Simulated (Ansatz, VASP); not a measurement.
**HgTe: VASP beside Ansatz**

File POSCAR:

```
HgTe
1.0
    0.0000000000      3.2562663074      3.3330735535
    3.2562663074      0.0000000000      3.3330735535
    3.2562663074      3.2562663074      0.0000000000
Hg Te
1 1
Direct
    0.0000000000      0.0000000000      0.0000000000
    0.2500000000      0.2500000000      0.2500000000
```

Contents of INCAR.step1:

```
SYSTEM = HgTe
PREC = Accurate
ENCUT = 520
ISMEAR = -1
SIGMA = 0.02
LREAL = .False.
LASPH = .True.
NELM = 60
NBANDS = 16
GGA = PE
ALGO = Normal
EDIFF = 1E-4
LWAVE = .True.
LCHARG = .False.
```

The input INCAR.step2:

```
SYSTEM = HgTe
PREC = Accurate
ENCUT = 520
EDIFF = 1E-6
ISMEAR = -1
SIGMA = 0.02
LREAL = .False.
LASPH = .True.
NELM = 60
ALGO = Normal
ISIF = 2
LWAVE = .False.
LCHARG = .False.
METAGGA = R2SCAN
LMIXTAU = .True.
NBANDS = 16
ISTART = 1
```

The input KPOINTS:

```
Automatic mesh
0
Gamma
  6 6 6
  0 0 0
```

Input for Ansatz:

```yaml
crystal:
  lattice:
    - [0.0, 3.2562663074, 3.3330735535]
    - [3.2562663074, 0.0, 3.3330735535]
    - [3.2562663074, 3.2562663074, 0.0]
  atoms:
    - { symbol: Hg, position: [0.0, 0.0, 0.0] }
    - { symbol: Te, position: [0.25, 0.25, 0.25] }
kpoints:
  mp_grid: { grid: [6, 6, 6] }
  band_path:
    path:
      - [0.0, 0.0, 0.0]
      - [-0.5, -0.5, 0.0]
      - [-0.375, -0.375, 0.25]
      - [-0.375, 0.0, 0.375]
      - [0.0, 0.0, 0.5]
      - [-0.5, -0.25, 0.25]
      - [-0.019531, -0.019531, 0.0]
    npoints: 1
hamiltonian:
  xc: r2scan
scf:
  occupations: { method: fermi_dirac, width: 0.02 }
  n_extra_bands: 4
output:
  forces: true
  stress: true
  eigenvalues: true
  write_density: true
  write_potential: true
  elf: true
  volumetric_format: npy
```

Change from the starting cell: epitaxial_xy strain -1.0%.

Alike in both runs: task single point; functional r2SCAN; k mesh 6 × 6 × 6; occupations fermi-dirac, width 0.02 eV; no spin polarisation.

|  | VASP | Ansatz |
| --- | --- | --- |
| version | VASP 6.6.1 | Ansatz 0.2.0 |
| potentials or method | VASP PAW PBE potentials, release 64 (Hg, Te) | plane waves, PAW |
| plane-wave cutoff (eV) | 520 | 500 |
| valence electrons in the cell | 18 | 36 |

```tsv
	VASP	Ansatz	Ansatz less VASP
pressure (GPa)	0.3	0.2	-0.06
traceless stress, the component that is largest in VASP (GPa)	-0.23	-0.23	+0.001
```

VASP's potentials were made for PBE, not for r2SCAN. VASP's potentials hold 18 valence electrons a cell and Ansatz's 36, so a difference there can come from the potentials and not from the codes.

Neither program's run includes spin-orbit coupling.
